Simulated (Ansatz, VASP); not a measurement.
One calculation of TaN, two programs

```xyz
6
Lattice="5.1443 0.0000 0.0000 -2.5722 4.4551 0.0000 0.0000 0.0000 2.8789" Properties=species:S:1:pos:R:3 pbc="T T T"
Ta    0.0000    2.9701    1.4395
Ta    2.5722    1.4850    1.4395
Ta    0.0000    0.0000    0.0000
N     2.0278    0.0000    0.0000
N     1.5583    2.6990    0.0000
N    -1.0139    1.7561    0.0000
```

Alike in both runs: functional PBEsol; dispersion D3(BJ); k mesh 6 × 6 × 9; no spin polarisation.

Ansatz relaxed the structure, and its values are those at the end. VASP's run is a single point on that final structure, the one shown.

|  | VASP | Ansatz |
| --- | --- | --- |
| version | VASP 6.6.1 | Ansatz 0.2.0 |
| potentials or method | VASP PAW PBE potentials, release 64 (Ta_pv, N), cutoff 520 eV | plane waves, PAW |
| occupations | methfessel-paxton of order 1, width 0.1 eV | cold, width 0.1 eV |
| valence electrons in the cell | 48 | 54 |

|  | VASP | Ansatz | Ansatz less VASP |
| --- | --- | --- | --- |
| pressure (GPa) | 1.0 | 0.0 | -0.99 |
| rms of the force components (eV/Å) | 0.005 | 0.000 | -0.0045 |

VASP's potentials were made for PBE, not for PBEsol. VASP's potentials hold 48 valence electrons a cell and Ansatz's 54, so a difference there can come from the potentials and not from the codes. Ansatz's warnings: stress scf threshold loose.

Spin-orbit coupling is off throughout.
